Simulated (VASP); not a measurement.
# MgS (Fm-3m) in VASP: further runs

The runs below take MgS through electric field gradients, with LDA.

Everything below comes from runs of VASP 6.6.1. Logs are shortened: lines on timing, memory, paths and dates and some standing lists are left out, and cuts for length are marked.

## (1) The cell of the first run

It takes space group Fm-3m (No. 225, cubic). The conventional cell has a = 5.221 Å, b = 5.221 Å, c = 5.221 Å, α = 90.00°, β = 90.00°, γ = 90.00°. Within 3.4 Å of Mg (site symmetry m-3m) lie 6 S at 2.61 Å. S (site symmetry m-3m) has 6 Mg at 2.61 Å within 3.4 Å.

## (2) Electric field gradients, LDA (volume scaled by 1.01)

INCAR reads:

```
ALGO = Normal
EDIFF = 1E-8
ENCUT = 520
GGA = CA
ISIF = 2
ISMEAR = -1
LASPH = True
LCHARG = False
LEFG = True
LREAL = False
LWAVE = False
NBANDS = 11
NELM = 100
PREC = Accurate
SIGMA = 0.01
```

KPOINTS reads:

```
k-points
0
Gamma
  8 8 8
```

POSCAR reads:

```
MgS
1.0
    0.0000000000      2.6102934190      2.6102934190
    2.6102934190      0.0000000000      2.6102934190
    2.6102934190      2.6102934190      0.0000000000
Mg S
1 1
Direct
    0.0000000000      0.0000000000      0.0000000000
    0.5000000000      0.5000000000      0.5000000000
```

Potentials or basis: VASP PAW LDA potentials, release 64 (Mg, S).

On the command line:

```bash
$ cat potpaw_LDA.64/Mg/POTCAR potpaw_LDA.64/S/POTCAR > POTCAR
$ mpirun -np 1 vasp_std > vasp.out
```

OUTCAR:

```text
EDIFF = 1E-8
   ENCUT = 520
   GGA = CA
   ISIF = 2
   ISMEAR = -1
   LASPH = True
   LREAL = False
   NELM = 100
   PREC = Accurate

 ion  position               nearest neighbor table
   1  0.000  0.000  0.000-   2 2.61   2 2.61   2 2.61   2 2.61   2 2.61   2 2.61
   2  0.500  0.500  0.500-   1 2.61   1 2.61   1 2.61   1 2.61   1 2.61   1 2.61

  LATTYP: Found a face centered cubic cell.
 ALAT       =     5.2205868380

  Lattice vectors:

 A1 = (   0.0000000000,   2.6102934190,   2.6102934190)
 A2 = (   2.6102934190,   0.0000000000,   2.6102934190)
 A3 = (   2.6102934190,   2.6102934190,   0.0000000000)

Analysis of symmetry for initial positions (statically):
=====================================================================
 Subroutine PRICEL returns:
 Original cell was already a primitive cell.

 Routine SETGRP: Setting up the symmetry group for a
 face centered cubic supercell.

 Subroutine GETGRP returns: Found 48 space group operations
 (whereof 48 operations were pure point group operations)
 out of a pool of 48 trial point group operations.

The static configuration has the point symmetry O_h .

Analysis of symmetry for dynamics (positions and initial velocities):
=====================================================================
 Subroutine PRICEL returns:
 Original cell was already a primitive cell.

 Routine SETGRP: Setting up the symmetry group for a
 face centered cubic supercell.

 Subroutine GETGRP returns: Found 48 space group operations
 (whereof 48 operations were pure point group operations)
 out of a pool of 48 trial point group operations.

The dynamic configuration has the point symmetry O_h .

 Subroutine INISYM returns: Found 48 space group operations
 (whereof 48 operations are pure point group operations),
 and found     1 'primitive' translations

----------------------------------------------------------------------------------------

                                     Primitive cell

  volume of cell :      35.5712

  direct lattice vectors                    reciprocal lattice vectors
     0.000000000  2.610293419  2.610293419    -0.191549347  0.191549347  0.191549347
     2.610293419  0.000000000  2.610293419     0.191549347 -0.191549347  0.191549347
     2.610293419  2.610293419  0.000000000     0.191549347  0.191549347 -0.191549347

  length of vectors
     3.691512355  3.691512355  3.691512355     0.331773201  0.331773201  0.331773201

  position of ions in fractional coordinates (direct lattice)
     0.000000000  0.000000000  0.000000000
     0.500000000  0.500000000  0.500000000

  ion indices of the primitive-cell ions
   primitive index   ion index
                 1           1
                 2           2

----------------------------------------------------------------------------------------

 KPOINTS: k-points

Automatic generation of k-mesh.
 Grid dimensions read from file:
 generate k-points for:    8    8    8

 Generating k-lattice:

  Cartesian coordinates                     Fractional coordinates (reciprocal lattice)
    -0.023943668  0.023943668  0.023943668     0.125000000  0.000000000  0.000000000
     0.023943668 -0.023943668  0.023943668     0.000000000  0.125000000  0.000000000
     0.023943668  0.023943668 -0.023943668     0.000000000  0.000000000  0.125000000

  Length of vectors
     0.041471650  0.041471650  0.041471650

  Shift w.r.t. Gamma in fractional coordinates (k-lattice)
     0.000000000  0.000000000  0.000000000

 Subroutine IBZKPT returns following result:
 ===========================================

 Found     29 irreducible k-points:

 Following reciprocal coordinates:
            Coordinates               Weight
  0.000000  0.000000  0.000000      1.000000
  0.125000  0.000000  0.000000      8.000000
  0.250000  0.000000  0.000000      8.000000
  0.375000  0.000000  0.000000      8.000000
  0.500000  0.000000  0.000000      4.000000
  0.125000  0.125000  0.000000      6.000000
[... 16 lines left out ...]
  0.500000  0.250000  0.125000     48.000000
 -0.375000  0.250000  0.125000     24.000000
 [... further k-points ...]
   k-points           NKPTS =     29   k-points in BZ     NKDIM =     29   number of bands    NBANDS=     11
   number of dos      NEDOS =    301   number of ions     NIONS =      2
   total plane-waves  NPLWV =  21952
   dimension x,y,z NGX =    28 NGY =   28 NGZ =   28
   dimension x,y,z NGXF=    56 NGYF=   56 NGZF=   56
   ions per type =               1   1
   NGX,Y,Z   is equivalent  to a cutoff of  12.61, 12.61, 12.61 a.u.
   NGXF,Y,Z  is equivalent  to a cutoff of  25.22, 25.22, 25.22 a.u.
 SYSTEM =  unknown system
   PREC   = accura    normal or accurate (medium, high low for compatibility)
   ISTART =      0    job   : 0-new  1-cont  2-samecut
   ICHARG =      2    charge: 1-file 2-atom 10-const
   ISPIN  =      1    spin polarized calculation?
   LNONCOLLINEAR =      F non collinear calculations
   LSORBIT =      F    spin-orbit coupling
   LASPH  =      T    aspherical Exc in radial PAW
   ENCUT  =  520.0 eV  38.22 Ry    6.18 a.u.   6.86  6.86  6.86*2*pi/ulx,y,z
   NELM   =    100;   NELMIN=  2; NELMDL= -5     # of ELM steps
   EDIFF  = 0.1E-07   stopping-criterion for ELM
   LREAL  =      F    real-space projection
   EDIFFG = 0.1E-06   stopping-criterion for IOM
   NSW    =      0    number of steps for IOM
   IBRION =     -1    ionic relax: 0-MD 1-quasi-New 2-CG
   NFREE  =      0    steps in history (QN), initial steepest desc. (CG)
   ISIF   =      2    stress and relaxation
   ISYM   =      2    0-nonsym 1-usesym 2-fastsym
   POTIM  = 0.5000    time-step for ionic-motion
   TEBEG  =    0.0;   TEEND  =   0.0 temperature during run
   PSTRESS=    0.0 pullay stress
   NELECT =       8.0000    total number of electrons
   NUPDOWN=      -1.0000    fix difference up-down
   EMIN   =  10.00;   EMAX   =-10.00  energy-range for DOS
   EFERMI =   0.00;   METHOD = LEGACY
   ISMEAR =    -1;   SIGMA  =   0.01  broadening in eV -4-tet -1-fermi 0-gaus
   EFERMI_NEDOS =   21; number of points for ismear=-14 and -15
   IALGO  =     38    algorithm
   IMIX   =      4    mixing-type and parameters
     AMIX     =   0.40;   BMIX     =  1.00
     AMIX_MAG =   1.60;   BMIX_MAG =  1.00
  volume/ion in A,a.u.               =      17.79       120.02
  Fermi-wavevector in a.u.,A,eV,Ry     =   0.995571  1.881356 13.485568  0.991161
  Thomas-Fermi vector in A             =   2.127600
   LORBIT       =      0    0 simple, 1 ext, 2 COOP (PROOUT), +10 PAW based schemes
   GGA     = CA    functional components
   LHFCALC =     F    Hartree Fock is set to
   AEXX    =    0.0000 exact exchange contribution
   IVDW    =     0    specifies the selected vdW correction
   LEPSILON=     F    determine dielectric tensor
   LRPA    =     F    only Hartree local field effects (RPA)
 non-spin polarized calculation
  energy-cutoff  :      520.00
  volume of cell :       35.57
 maximum number of plane-waves:       982
   NGX = 13   NGY = 13   NGZ = 13

 number of electron       8.0000000 magnetization

 Free energy of the ion-electron system (eV)
  ---------------------------------------------------
  ext. energy  EPLUGINS =         0.00000000
  ---------------------------------------------------
  free energy    TOTEN  =        -9.56221633 eV

  energy without entropy =       -9.56221633  energy(sigma->0) =       -9.56221633

 E-fermi :   3.7384     XC(G=0):  -9.9471

 val. band max:        3.4914902292   @ k =   0.0000   0.0000   0.0000
 cond. band min:       6.0285046928   @ k =   0.5000   0.5000   0.0000
 fundamental gap:      2.5370144635
 Fermi energy:         3.7383952984

 k-point     1 :       0.0000    0.0000    0.0000
  band No.  band energies     occupation
      1      -9.0923      2.00000
      2       3.4915      2.00000
      3       3.4915      2.00000
      4       3.4915      2.00000
      5       6.9061      0.00000
      6      11.3352      0.00000
      7      11.3352      0.00000
      8      11.3352      0.00000
      9      13.7463      0.00000
     10      13.7463      0.00000
     11      15.8217      0.00000

 k-point     2 :       0.1250    0.0000    0.0000
  band No.  band energies     occupation
      1      -8.9414      2.00000
      2       2.4198      2.00000
      3       3.3915      2.00000
      4       3.3915      2.00000
      5       7.7311      0.00000
      6      10.9995      0.00000
      7      11.5757      0.00000
      8      11.5757      0.00000
      9      13.0566      0.00000
     10      13.0566      0.00000
     11      15.8216      0.00000
[... 295 lines left out ...]
 k-point    24 :      -0.3750    0.2500    0.1250
  band No.  band energies     occupation
      1      -7.5882      2.00000
      2      -0.8358      2.00000
      3       1.3488      2.00000
      4       2.3397      2.00000
      5       8.8559      0.00000
      6       9.4216      0.00000
      7      11.7198      0.00000
      8      12.7249      0.00000
      9      15.5495      0.00000
     10      16.4488      0.00000
     11      18.7882      0.00000

 [... further k-points ...]
[... 5 lines left out ...]
  --------------------------------------------------------------------------------------
  -------------------------------------------------------------------------------------
  Total       -1.0016068     -1.0016068     -1.0016068     -0.0000000      0.0000000      0.0000000
  in kB      -45.1138471    -45.1138471    -45.1138471     -0.0000000      0.0000000      0.0000000
  external PRESSURE =     -45.1138471 kB  Pullay stress =       0.0000000 kB

 VOLUME and BASIS-vectors are now :
 -----------------------------------------------------------------------------
  energy-cutoff  :      520.00
  volume of cell :       35.57
      direct lattice vectors                 reciprocal lattice vectors
     0.000000000  2.610293419  2.610293419    -0.191549347  0.191549347  0.191549347
     2.610293419  0.000000000  2.610293419     0.191549347 -0.191549347  0.191549347
     2.610293419  2.610293419  0.000000000     0.191549347  0.191549347 -0.191549347

 POSITION                                       TOTAL-FORCE (eV/Angst)
 -----------------------------------------------------------------------------------
      0.00000      0.00000      0.00000         0.000000      0.000000      0.000000
      2.61029      2.61029      2.61029        -0.000000     -0.000000     -0.000000
 -----------------------------------------------------------------------------------
    total drift:                                0.000000      0.000000      0.000000

  FREE ENERGIE OF THE ION-ELECTRON SYSTEM (eV)
  ---------------------------------------------------
  free  energy   TOTEN  =        -9.5622163330 eV

  energy  without entropy=       -9.5622163330  energy(sigma->0) =       -9.56221633

 Electric field gradients (V/A^2)
---------------------------------------------------------------------
 ion       V_xx      V_yy      V_zz      V_xy      V_xz      V_yz
---------------------------------------------------------------------
   1      -0.000     0.000     0.000     0.000     0.000     0.000
   2      -0.000    -0.000    -0.000    -0.000    -0.000    -0.000
---------------------------------------------------------------------

 Electric field gradients after diagonalization (V/A^2)
 (convention: |V_zz| > |V_xx| > |V_yy|)
----------------------------------------------------------------------
 ion       V_xx      V_yy      V_zz     asymmetry (V_yy - V_xx)/ V_zz
----------------------------------------------------------------------
   1      -0.000    -0.000     0.000       0.000
   2       0.000     0.000    -0.001       0.000
----------------------------------------------------------------------

           NMR quadrupolar parameters

 Cq : quadrupolar parameter    Cq=e*Q*V_zz/h
 eta: asymmetry parameters     (V_yy - V_xx)/ V_zz
 Q  : nuclear electric quadrupole moment in mb (millibarn)
----------------------------------------------------------------------
 ion       Cq(MHz)       eta       Q (mb)
----------------------------------------------------------------------
   1       0.000       0.000       1.000
   2      -0.000       0.000       1.000
----------------------------------------------------------------------
```

It took 7.6 s on 1 thread of Intel Xeon Platinum 8559C (Emerald Rapids), shared host; peak memory 0.14 GiB.

Results:

* Free energy: -9.5622 eV
* Pressure: -4.5 GPa
* Band gap on the k mesh: 2.54 eV, indirect (least direct gap 3.41 eV)

Caveat: without QUAD_EFG the Cq values of the log hold for a quadrupole moment of 1 mb, not for the nuclei.

## (3) Electric field gradients, LDA (volume scaled by 1.04)

INCAR reads:

```
SYSTEM = MgS
PREC = Accurate
ENCUT = 520
EDIFF = 1E-8
ISMEAR = -1
SIGMA = 0.01
LREAL = .False.
LASPH = .True.
NELM = 60
ALGO = Normal
ISIF = 2
LWAVE = .False.
LCHARG = .False.
GGA = CA
LEFG = .True.
NBANDS = 11
```

KPOINTS reads:

```
Automatic mesh
0
Gamma
  8 8 8
  0 0 0
```

POSCAR reads:

```
MgS
1.0
    0.0000000000      2.6358861630      2.6358861630
    2.6358861630      0.0000000000      2.6358861630
    2.6358861630      2.6358861630      0.0000000000
Mg S
1 1
Direct
    0.0000000000      0.0000000000      0.0000000000
    0.5000000000      0.5000000000      0.5000000000
```

Potentials or basis: VASP PAW LDA potentials, release 64 (Mg, S).

On the command line:

```bash
$ cat potpaw_LDA.64/Mg/POTCAR potpaw_LDA.64/S/POTCAR > POTCAR
$ mpirun -np 1 vasp_std > vasp.out
```

OUTCAR:

```text
SYSTEM = MgS
   PREC = Accurate
   ENCUT = 520
   EDIFF = 1E-8
   ISMEAR = -1
   LREAL = .False.
   LASPH = .True.
   NELM = 60
   ISIF = 2
   GGA = CA

 ion  position               nearest neighbor table
   1  0.000  0.000  0.000-   2 2.64   2 2.64   2 2.64   2 2.64   2 2.64   2 2.64
   2  0.500  0.500  0.500-   1 2.64   1 2.64   1 2.64   1 2.64   1 2.64   1 2.64

  LATTYP: Found a face centered cubic cell.
 ALAT       =     5.2717723260

  Lattice vectors:

 A1 = (   0.0000000000,   2.6358861630,   2.6358861630)
 A2 = (   2.6358861630,   0.0000000000,   2.6358861630)
 A3 = (   2.6358861630,   2.6358861630,   0.0000000000)

Analysis of symmetry for initial positions (statically):
=====================================================================
 Subroutine PRICEL returns:
 Original cell was already a primitive cell.

 Routine SETGRP: Setting up the symmetry group for a
 face centered cubic supercell.

[... 524 lines left out ...]
      direct lattice vectors                 reciprocal lattice vectors
     0.000000000  2.635886163  2.635886163    -0.189689527  0.189689527  0.189689527
     2.635886163  0.000000000  2.635886163     0.189689527 -0.189689527  0.189689527
     2.635886163  2.635886163  0.000000000     0.189689527  0.189689527 -0.189689527

 POSITION                                       TOTAL-FORCE (eV/Angst)
 -----------------------------------------------------------------------------------
      0.00000      0.00000      0.00000        -0.000000     -0.000000      0.000000
      2.63589      2.63589      2.63589         0.000000      0.000000     -0.000000
 -----------------------------------------------------------------------------------
    total drift:                                0.000000      0.000000      0.000000

  FREE ENERGIE OF THE ION-ELECTRON SYSTEM (eV)
  ---------------------------------------------------
  free  energy   TOTEN  =        -9.5265961060 eV

  energy  without entropy=       -9.5265961060  energy(sigma->0) =       -9.52659611

 Electric field gradients (V/A^2)
---------------------------------------------------------------------
 ion       V_xx      V_yy      V_zz      V_xy      V_xz      V_yz
---------------------------------------------------------------------
   1       0.000    -0.000    -0.000    -0.000    -0.000    -0.000
   2      -0.000    -0.000    -0.000    -0.000    -0.000    -0.000
---------------------------------------------------------------------

 Electric field gradients after diagonalization (V/A^2)
 (convention: |V_zz| > |V_xx| > |V_yy|)
----------------------------------------------------------------------
 ion       V_xx      V_yy      V_zz     asymmetry (V_yy - V_xx)/ V_zz
----------------------------------------------------------------------
   1       0.000     0.000    -0.000       0.000
   2       0.000     0.000    -0.001       0.000
----------------------------------------------------------------------

           NMR quadrupolar parameters

 Cq : quadrupolar parameter    Cq=e*Q*V_zz/h
 eta: asymmetry parameters     (V_yy - V_xx)/ V_zz
 Q  : nuclear electric quadrupole moment in mb (millibarn)
----------------------------------------------------------------------
 ion       Cq(MHz)       eta       Q (mb)
----------------------------------------------------------------------
   1      -0.000       0.000       1.000
   2      -0.000       0.000       1.000
----------------------------------------------------------------------
```

OSZICAR:

```text
N       E                     dE             d eps       ncg     rms          rms(c)
DAV:   1     0.203678403058E+02    0.20368E+02   -0.35328E+03   654   0.586E+02
DAV:   2    -0.852497806934E+01   -0.28893E+02   -0.26942E+02   823   0.967E+01
DAV:   3    -0.996986765218E+01   -0.14449E+01   -0.14421E+01   784   0.233E+01
DAV:   4    -0.997880396858E+01   -0.89363E-02   -0.89356E-02   761   0.220E+00
DAV:   5    -0.997887851748E+01   -0.74549E-04   -0.74548E-04   805   0.196E-01    0.424E+00
DAV:   6    -0.958176282899E+01    0.39712E+00   -0.90675E-01   719   0.357E+00    0.323E+00
DAV:   7    -0.953281858821E+01    0.48944E-01   -0.19185E-01   748   0.177E+00    0.205E+00
DAV:   8    -0.952706616147E+01    0.57524E-02   -0.14070E-02   710   0.649E-01    0.847E-01
DAV:   9    -0.952663580827E+01    0.43035E-03   -0.83754E-04   737   0.145E-01    0.374E-01
DAV:  10    -0.952660583057E+01    0.29978E-04   -0.67646E-05   763   0.394E-02    0.158E-01
DAV:  11    -0.952659606743E+01    0.97631E-05   -0.47272E-05   743   0.286E-02    0.186E-02
DAV:  12    -0.952659613818E+01   -0.70746E-07   -0.55876E-07   744   0.506E-03    0.148E-02
DAV:  13    -0.952659610797E+01    0.30204E-07   -0.82612E-08   740   0.144E-03    0.788E-04
DAV:  14    -0.952659610598E+01    0.19941E-08   -0.92888E-09   442   0.411E-04
   1 F= -.95265961E+01 E0= -.95265961E+01  d E =-.125179E-12
```

Run time: 8.9 s. Hardware: 1 thread of Intel Xeon Platinum 8559C (Emerald Rapids), shared host; peak memory 0.14 GiB.

Results:

| Item | Value |
| --- | --- |
| Free energy | -9.5266 eV |
| Pressure | -6.3 GPa |
| Band gap on the k mesh | 2.47 eV, indirect (least direct gap 3.19 eV) |

Caveat: without QUAD_EFG the Cq values of the log hold for a quadrupole moment of 1 mb, not for the nuclei.
